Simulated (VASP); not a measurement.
# MgO (Pm-3m) in VASP: single point with r2SCAN

Aim: the single point of MgO with r2SCAN.

Everything below comes from runs of VASP 6.6.1. Logs are shortened: lines on timing, memory, paths and dates and some standing lists are left out, and cuts for length are marked.

**1. The cell of the first run**

Symmetry: Pm-3m, No. 221, cubic system. Conventional cell: a = 2.690 Å, b = 2.690 Å, c = 2.690 Å, α = 90.00°, β = 90.00°, γ = 90.00°. Mg (site symmetry m-3m) has 8 O at 2.33 Å and 6 Mg at 2.69 Å within 3.1 Å. O (site symmetry m-3m) has 8 Mg at 2.33 Å and 6 O at 2.69 Å within 3.1 Å.

**2. Single point, r2SCAN**

Contents of POSCAR:

```
MgO
1.0
   -0.8967068099      1.7934136198      1.7934136198
    1.7934136198     -0.8967068099      1.7934136198
    1.7934136198      1.7934136198     -0.8967068099
Mg O
1 1
Direct
    0.0000000000      0.0000000000      0.0000000000
    0.5000000000      0.5000000000      0.5000000000
```

Contents of INCAR.step1:

```
SYSTEM = MgO
PREC = Accurate
ENCUT = 920
ISMEAR = 0
SIGMA = 0.05
LREAL = .False.
LASPH = .True.
NELM = 120
NBANDS = 15
GGA = PE
ALGO = Normal
EDIFF = 1E-5
LWAVE = .True.
LCHARG = .False.
GGA_COMPAT = .False.
```

Contents of INCAR.step2:

```
SYSTEM = MgO
PREC = Accurate
ENCUT = 920
EDIFF = 1E-6
ISMEAR = 0
SIGMA = 0.05
LREAL = .False.
LASPH = .True.
NELM = 120
ALGO = Normal
ISIF = 2
LWAVE = .False.
LCHARG = .False.
METAGGA = R2SCAN
LMIXTAU = .True.
NBANDS = 15
ISTART = 1
GGA_COMPAT = .False.
```

Contents of KPOINTS:

```
regular mesh
0
Gamma
  10 10 10
  0 0 0
```

Potentials or basis: VASP PAW PBE potentials, release 64 (Mg_sv, O).

Command:

```sh
$ cat potpaw_PBE.64/Mg_sv/POTCAR potpaw_PBE.64/O/POTCAR > POTCAR
$ cp INCAR.step1 INCAR
$ mpirun -np 1 vasp_std > vasp.out
$ cp INCAR.step2 INCAR
$ mpirun -np 1 vasp_std > vasp.out
```

OUTCAR:

```text
SYSTEM = MgO
   PREC = Accurate
   ENCUT = 920
   EDIFF = 1E-6
   ISMEAR = 0
   LREAL = .False.
   LASPH = .True.
   NELM = 120
   ISIF = 2
   METAGGA = R2SCAN
   ISTART = 1

 ion  position               nearest neighbor table
   1  0.000  0.000  0.000-
   2  0.500  0.500  0.500-

  LATTYP: Found a simple cubic cell.
 ALAT       =     2.6901204297

  Lattice vectors:

 A1 = (  -0.8967068099,   1.7934136198,   1.7934136198)
 A2 = (   1.7934136198,  -0.8967068099,   1.7934136198)
 A3 = (   1.7934136198,   1.7934136198,  -0.8967068099)

Analysis of symmetry for initial positions (statically):
=====================================================================
 Subroutine PRICEL returns:
 Original cell was already a primitive cell.

 Routine SETGRP: Setting up the symmetry group for a
 simple cubic supercell.

 Subroutine GETGRP returns: Found 48 space group operations
 (whereof 48 operations were pure point group operations)
 out of a pool of 48 trial point group operations.

The static configuration has the point symmetry O_h .

Analysis of symmetry for dynamics (positions and initial velocities):
=====================================================================
 Subroutine PRICEL returns:
 Original cell was already a primitive cell.

 Routine SETGRP: Setting up the symmetry group for a
 simple cubic supercell.

 Subroutine GETGRP returns: Found 48 space group operations
 (whereof 48 operations were pure point group operations)
 out of a pool of 48 trial point group operations.

The dynamic configuration has the point symmetry O_h .

 Subroutine INISYM returns: Found 48 space group operations
 (whereof 48 operations are pure point group operations),
 and found     1 'primitive' translations

----------------------------------------------------------------------------------------

                                     Primitive cell

  volume of cell :      19.4677

  direct lattice vectors                    reciprocal lattice vectors
    -0.896706810  1.793413620  1.793413620    -0.123910190  0.247820380  0.247820380
     1.793413620 -0.896706810  1.793413620     0.247820380 -0.123910190  0.247820380
     1.793413620  1.793413620 -0.896706810     0.247820380  0.247820380 -0.123910190

  length of vectors
     2.690120430  2.690120430  2.690120430     0.371730570  0.371730570  0.371730570

  position of ions in fractional coordinates (direct lattice)
     0.000000000  0.000000000  0.000000000
     0.500000000  0.500000000  0.500000000

  ion indices of the primitive-cell ions
   primitive index   ion index
                 1           1
                 2           2

----------------------------------------------------------------------------------------

 KPOINTS: regular mesh

Automatic generation of k-mesh.
 Grid dimensions read from file:
 generate k-points for:   10   10   10

 Generating k-lattice:

  Cartesian coordinates                     Fractional coordinates (reciprocal lattice)
    -0.012391019  0.024782038  0.024782038     0.100000000  0.000000000  0.000000000
     0.024782038 -0.012391019  0.024782038     0.000000000  0.100000000  0.000000000
     0.024782038  0.024782038 -0.012391019     0.000000000  0.000000000  0.100000000

  Length of vectors
     0.037173057  0.037173057  0.037173057

  Shift w.r.t. Gamma in fractional coordinates (k-lattice)
     0.000000000  0.000000000  0.000000000

 Subroutine IBZKPT returns following result:
 ===========================================

 Found     56 irreducible k-points:

 Following reciprocal coordinates:
            Coordinates               Weight
  0.000000  0.000000  0.000000      1.000000
  0.100000  0.000000  0.000000      6.000000
  0.200000  0.000000  0.000000      6.000000
  0.300000  0.000000  0.000000      6.000000
  0.400000  0.000000  0.000000      6.000000
  0.500000  0.000000  0.000000      3.000000
[... 16 lines left out ...]
  0.200000  0.100000  0.100000     24.000000
  0.300000  0.100000  0.100000     24.000000
 [... further k-points ...]
   k-points           NKPTS =     56   k-points in BZ     NKDIM =     56   number of bands    NBANDS=     15
   number of dos      NEDOS =    301   number of ions     NIONS =      2
   total plane-waves  NPLWV =  21952
   dimension x,y,z NGX =    28 NGY =   28 NGZ =   28
   dimension x,y,z NGXF=    56 NGYF=   56 NGZF=   56
   ions per type =               1   1
   NGX,Y,Z   is equivalent  to a cutoff of  17.30, 17.30, 17.30 a.u.
   NGXF,Y,Z  is equivalent  to a cutoff of  34.61, 34.61, 34.61 a.u.
 SYSTEM =  MgO
   PREC   = accura    normal or accurate (medium, high low for compatibility)
   ISTART =      1    job   : 0-new  1-cont  2-samecut
   ICHARG =      0    charge: 1-file 2-atom 10-const
   ISPIN  =      1    spin polarized calculation?
   LNONCOLLINEAR =      F non collinear calculations
   LSORBIT =      F    spin-orbit coupling
   LASPH  =      T    aspherical Exc in radial PAW
   ENCUT  =  920.0 eV  67.62 Ry    8.22 a.u.   6.65  6.65  6.65*2*pi/ulx,y,z
   NELM   =    120;   NELMIN=  2; NELMDL=  0     # of ELM steps
   EDIFF  = 0.1E-05   stopping-criterion for ELM
   LREAL  =      F    real-space projection
   EDIFFG = 0.1E-04   stopping-criterion for IOM
   NSW    =      0    number of steps for IOM
   IBRION =     -1    ionic relax: 0-MD 1-quasi-New 2-CG
   NFREE  =      0    steps in history (QN), initial steepest desc. (CG)
   ISIF   =      2    stress and relaxation
   ISYM   =      2    0-nonsym 1-usesym 2-fastsym
   POTIM  = 0.5000    time-step for ionic-motion
   TEBEG  =    0.0;   TEEND  =   0.0 temperature during run
   PSTRESS=    0.0 pullay stress
   NELECT =      16.0000    total number of electrons
   NUPDOWN=      -1.0000    fix difference up-down
   EMIN   =  10.00;   EMAX   =-10.00  energy-range for DOS
   EFERMI =   0.00;   METHOD = LEGACY
   ISMEAR =     0;   SIGMA  =   0.05  broadening in eV -4-tet -1-fermi 0-gaus
   EFERMI_NEDOS =   21; number of points for ismear=-14 and -15
   IALGO  =     38    algorithm
   IMIX   =      4    mixing-type and parameters
     AMIX     =   0.40;   BMIX     =  1.00
     AMIX_MAG =   1.60;   BMIX_MAG =  1.00
  volume/ion in A,a.u.               =       9.73        65.69
  Fermi-wavevector in a.u.,A,eV,Ry     =   1.533474  2.897846 31.994681  2.351543
  Thomas-Fermi vector in A             =   2.640536
   LORBIT       =      0    0 simple, 1 ext, 2 COOP (PROOUT), +10 PAW based schemes
   METAGGA = R2SCAN    functional components
   LHFCALC =     F    Hartree Fock is set to
   AEXX    =    0.0000 exact exchange contribution
   IVDW    =     0    specifies the selected vdW correction
   LEPSILON=     F    determine dielectric tensor
   LRPA    =     F    only Hartree local field effects (RPA)
 non-spin polarized calculation
 Gauss-broadening in eV      SIGMA  =   0.05
  energy-cutoff  :      920.00
  volume of cell :       19.47
 maximum number of plane-waves:      1261
 NGX is ok and might be reduce to    28
   NGX = 13   NGY = 13   NGZ = 13

 number of electron      16.0000013 magnetization

 Free energy of the ion-electron system (eV)
  ---------------------------------------------------
  ext. energy  EPLUGINS =         0.00000000
  ---------------------------------------------------
  free energy    TOTEN  =       -14.49695610 eV

  energy without entropy =      -14.49695610  energy(sigma->0) =      -14.49695610

 E-fermi :   4.3522     XC(G=0): -11.9300

 val. band max:        3.9019801062   @ k =   0.5000   0.5000   0.0000
 cond. band min:       6.7354514747   @ k =   0.0000   0.0000   0.0000
 fundamental gap:      2.8334713684
 Fermi energy:         4.3522076868

 k-point     1 :       0.0000    0.0000    0.0000
  band No.  band energies     occupation
      1     -73.8448      2.00000
      2     -38.9104      2.00000
      3     -38.9104      2.00000
      4     -38.9104      2.00000
      5     -15.1721      2.00000
      6       2.9313      2.00000
      7       2.9313      2.00000
      8       2.9313      2.00000
      9       6.7355      0.00000
     10      15.2168      0.00000
     11      15.2168      0.00000
     12      24.6773      0.00000
     13      24.6773      0.00000
     14      24.6773      0.00000
     15      31.9996      0.00000

 k-point     2 :       0.1000    0.0000    0.0000
  band No.  band energies     occupation
      1     -73.8439      2.00000
      2     -38.9199      2.00000
      3     -38.9095      2.00000
      4     -38.9095      2.00000
      5     -15.0834      2.00000
      6       2.1437      2.00000
      7       2.9712      2.00000
      8       2.9712      2.00000
      9       7.3380      0.00000
     10      15.3748      0.00000
     11      15.4226      0.00000
     12      24.5011      0.00000
     13      24.5011      0.00000
     14      24.8712      0.00000
     15      31.0554      0.00000

 k-point     3 :       0.2000    0.0000    0.0000
  band No.  band energies     occupation
      1     -73.8417      2.00000
      2     -38.9450      2.00000
      3     -38.9072      2.00000
      4     -38.9072      2.00000
      5     -14.8402      2.00000
      6       0.6302      2.00000
      7       3.0779      2.00000
      8       3.0779      2.00000
      9       8.4499      0.00000
     10      15.5061      0.00000
     11      16.0358      0.00000
     12      23.9840      0.00000
     13      23.9840      0.00000
     14      25.7590      0.00000
     15      29.0782      0.00000

 k-point     4 :       0.3000    0.0000    0.0000
  band No.  band energies     occupation
      1     -73.8388      2.00000
      2     -38.9759      2.00000
      3     -38.9045      2.00000
      4     -38.9045      2.00000
      5     -14.5136      2.00000
      6      -0.8241      2.00000
      7       3.2143      2.00000
      8       3.2143      2.00000
      9       9.6147      0.00000
     10      15.1218      0.00000
     11      17.0383      0.00000
     12      23.2637      0.00000
     13      23.2637      0.00000
     14      25.9728      0.00000
     15      27.7198      0.00000
[... 307 lines left out ...]
 k-point    22 :       0.1000    0.1000    0.1000
  band No.  band energies     occupation
      1     -73.8422      2.00000
      2     -38.9194      2.00000
      3     -38.9175      2.00000
      4     -38.9175      2.00000
      5     -14.9114      2.00000
      6       1.8517      2.00000
      7       2.5219      2.00000
      8       2.5219      2.00000
      9       8.3621      0.00000
     10      15.6894      0.00000
     11      15.6894      0.00000
     12      23.1243      0.00000
     13      25.2899      0.00000
     14      25.2899      0.00000
     15      28.8535      0.00000

 k-point    23 :       0.2000    0.1000    0.1000
  band No.  band energies     occupation
      1     -73.8400      2.00000
      2     -38.9429      2.00000
      3     -38.9162      2.00000
      4     -38.9151      2.00000
      5     -14.6782      2.00000
      6       0.7359      2.00000
      7       2.4052      2.00000
      8       2.6562      2.00000
      9       9.3336      0.00000
     10      15.7401      0.00000
     11      16.0668      0.00000
     12      22.5015      0.00000
     13      24.4390      0.00000
     14      26.6024      0.00000
     15      27.3306      0.00000

 k-point    24 :       0.3000    0.1000    0.1000
  band No.  band energies     occupation
      1     -73.8371      2.00000
      2     -38.9734      2.00000
      3     -38.9133      2.00000
      4     -38.9122      2.00000
      5     -14.3658      2.00000
      6      -0.6242      2.00000
      7       2.5904      2.00000
      8       2.8295      2.00000
      9      10.3870      0.00000
     10      15.1823      0.00000
     11      16.5988      0.00000
     12      22.3809      0.00000
     13      23.2441      0.00000
     14      26.3511      0.00000
     15      26.6409      0.00000

 [... further k-points ...]
[... 5 lines left out ...]
  --------------------------------------------------------------------------------------
  -------------------------------------------------------------------------------------
  Total       -1.2286357     -1.2286357     -1.2286357     -0.0000000     -0.0000000     -0.0000000
  in kB     -101.1156854   -101.1156854   -101.1156854     -0.0000000     -0.0000000     -0.0000000
  external PRESSURE =    -101.1156854 kB  Pullay stress =       0.0000000 kB

 VOLUME and BASIS-vectors are now :
 -----------------------------------------------------------------------------
  energy-cutoff  :      920.00
  volume of cell :       19.47
      direct lattice vectors                 reciprocal lattice vectors
    -0.896706810  1.793413620  1.793413620    -0.123910190  0.247820380  0.247820380
     1.793413620 -0.896706810  1.793413620     0.247820380 -0.123910190  0.247820380
     1.793413620  1.793413620 -0.896706810     0.247820380  0.247820380 -0.123910190

 POSITION                                       TOTAL-FORCE (eV/Angst)
 -----------------------------------------------------------------------------------
      0.00000      0.00000      0.00000         0.000000      0.000000     -0.000000
      1.34506      1.34506      1.34506        -0.000000     -0.000000      0.000000
 -----------------------------------------------------------------------------------
    total drift:                                0.000000      0.000000      0.000000

  FREE ENERGIE OF THE ION-ELECTRON SYSTEM (eV)
  ---------------------------------------------------
  free  energy   TOTEN  =       -14.4969561040 eV

  energy  without entropy=      -14.4969561040  energy(sigma->0) =      -14.49695610
```

Run time: 53 s. Hardware: 1 thread of Intel Xeon 6975P-C (Granite Rapids), shared host; peak memory 0.18 GiB.

Results:

```yaml
Free_energy: -14.4970 eV
Pressure: -10.1 GPa
Band_gap_on_the_k_mesh: 2.83 eV (least direct gap 3.80 eV)
```

Levels at points of the mesh, in eV from the valence-band top:
| k point | band 6 | band 7 | band 8 | band 9 | band 10 | band 11 |
| --- | --- | --- | --- | --- | --- | --- |
| (0.00, 0.00, 0.00) | -0.97 | -0.97 | -0.97 | 2.83 | 11.31 | 11.31 |
| (0.50, 0.00, 0.00) | -6.13 | -0.53 | -0.53 | 7.41 | 9.88 | 15.40 |
| (0.50, 0.50, 0.00) | -4.46 | -4.46 | 0.00 | 5.67 | 12.70 | 12.70 |
| (0.50, 0.50, 0.50) | -3.44 | -3.44 | -3.44 | 8.13 | 8.13 | 8.13 |

Caveat: the cell stands under tension; the PAW data sets were made with another functional, which shifts forces and pressure a little. A k mesh can miss the band edges.
